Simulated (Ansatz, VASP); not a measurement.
# Al in VASP and in Ansatz

File INCAR:

```
SYSTEM = Al
  ALGO = Fast
  EDIFF = 1E-6
  ENCUT = 520
  GGA = PS
  ISIF = 2
  ISMEAR = 0
  LASPH = .TRUE.
  LCHARG = .FALSE.
  LREAL = .FALSE.
  LWAVE = .FALSE.
  NBANDS = 14
  NELM = 100
  PREC = Accurate
  SIGMA = 0.15
```

File KPOINTS:

```
k-points
0
G
  18 18 6
  0 0 0
```

Contents of POSCAR:

```
Al
1.0
    2.8362844918     -0.0141814225      0.0000000000
   -1.4304237180      2.4633851335      0.0000000000
    0.0000000000      0.0000000000      9.3221494563
Al
4
Direct
    0.0000000000      0.0000000000      0.0000000000
    0.3333333333      0.6666666667      0.2500000000
    0.0000000000      0.0000000000      0.5000000000
    0.6666666667      0.3333333333      0.7500000000
```

Input for Ansatz:

```yaml
crystal:
  lattice:
    - [2.8362844918, -0.0141814225, 0.0]
    - [-1.430423718, 2.4633851335, 0.0]
    - [0.0, 0.0, 9.3221494563]
  atoms:
    - { symbol: Al, position: [0.0, 0.0, 0.0] }
    - { symbol: Al, position: [0.3333333333, 0.6666666667, 0.25] }
    - { symbol: Al, position: [0.0, 0.0, 0.5] }
    - { symbol: Al, position: [0.6666666667, 0.3333333333, 0.75] }
basis:
  ecutwfc: 420
kpoints:
  mp_grid: { grid: [18, 18, 6] }
hamiltonian:
  xc: pbesol
scf:
  occupations: { method: gaussian, width: 0.15 }
output:
  forces: true
  stress: true
  eigenvalues: true
```

Change from the starting cell: strain -0.0100 x Voigt [0, 0, 0, 0, 0, 1], atoms carried along.

Alike in both runs: task single point; functional PBEsol; k mesh 18 × 18 × 6; occupations gaussian, width 0.15 eV; no spin polarisation.

|  | VASP | Ansatz |
| --- | --- | --- |
| version | VASP 6.6.1 | Ansatz 0.2.0 |
| potentials or method | VASP PAW PBE potentials, release 64 (Al), cutoff 520 eV | scalar-relativistic, plane waves, PAW |
| valence electrons in the cell | 12 | 12 |

Ansatz gave:

| Item | Value |
| --- | --- |
| gap on the k mesh at the Fermi level (eV) | none |
| pressure (GPa) | 0.0 |
| traceless stress, the component that is largest in VASP (GPa) | 0.39 |

**Question.** What did VASP give for the same quantities?

**Answer.** gap on the k mesh at the Fermi level (eV): none; pressure (GPa): 0.1; traceless stress, the component that is largest in VASP (GPa): 0.39.

VASP's potentials were made for PBE, not for PBEsol. A gap of «none» marks a metal or a gap that the smearing closes. With one functional, cell and mesh, what is left measures potentials, basis and numerics.
